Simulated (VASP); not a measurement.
Write the native input for VASP 6.6.1 that does the following.

| Property | Result |
| --- | --- |
| Task | single point |
| Functional | PBEsol |
| Potentials or basis | VASP PAW PBE potentials, release 64 (Ti_sv, N) |
| Cutoff | 520 eV |
| k mesh | 20 × 20 × 20 |
| Occupations | gaussian, width 0.15 eV |
| Spin | collinear spin |
| Starting moments | [0.625, 0.0] μB |
| Fixed moment | 0.625 μB |
| Dipole correction | no |
| Further INCAR settings | ALGO = Normal; EDIFF = 1e-06; NBANDS = 20 |

The structure of TiN lies in POSCAR:

```
TiN
1.0
    0.0000000000      2.1828557250      2.1828557250
    2.1828557250      0.0000000000      2.1828557250
    2.1828557250      2.1828557250      0.0000000000
Ti N
1 1
Direct
    0.0000000000      0.0000000000      0.0000000000
    0.5000000000      0.5000000000      0.5000000000
```

The input as run:

INCAR

```
SYSTEM = TiN
ALGO = Normal ; EDIFF = 1E-6
ENCUT = 520 ; GGA = PS
ISIF = 2 ; ISMEAR = 0
ISPIN = 2 ; LASPH = .True.
LCHARG = .False. ; LMAXMIX = 4
LORBIT = 11 ; LREAL = .False.
LWAVE = .False. ; MAGMOM = 0.625 0
NBANDS = 20 ; NELM = 150
NUPDOWN = 0.625 ; PREC = Accurate
SIGMA = 0.15
```

KPOINTS

```
k-points
0
Gamma
  20 20 20
  0 0 0
```

Potentials or basis: VASP PAW PBE potentials, release 64 (Ti_sv, N).

Command:

```console
$ cat potpaw_PBE.64/Ti_sv/POTCAR potpaw_PBE.64/N/POTCAR > POTCAR
$ mpirun -np 1 vasp_std > vasp.out
```

It gave:

- Pressure: -23.6 GPa
- Net moment: 0.62 μB per cell
- Site moments: Ti +0.49; N +0.02 μB
- Valence electrons inside the program's atomic spheres: Ti 10.25; N 3.67

Caveat: the cell stands under tension; the PAW data sets were made with another functional, which shifts forces and pressure a little; the total moment is fixed, so each spin has its own Fermi level and the state may be an excited one.

It took 120 s on 1 thread of Intel(R) Xeon(R) Platinum 8488C (Sapphire Rapids), on a shared host, peak memory 0.27 GiB.
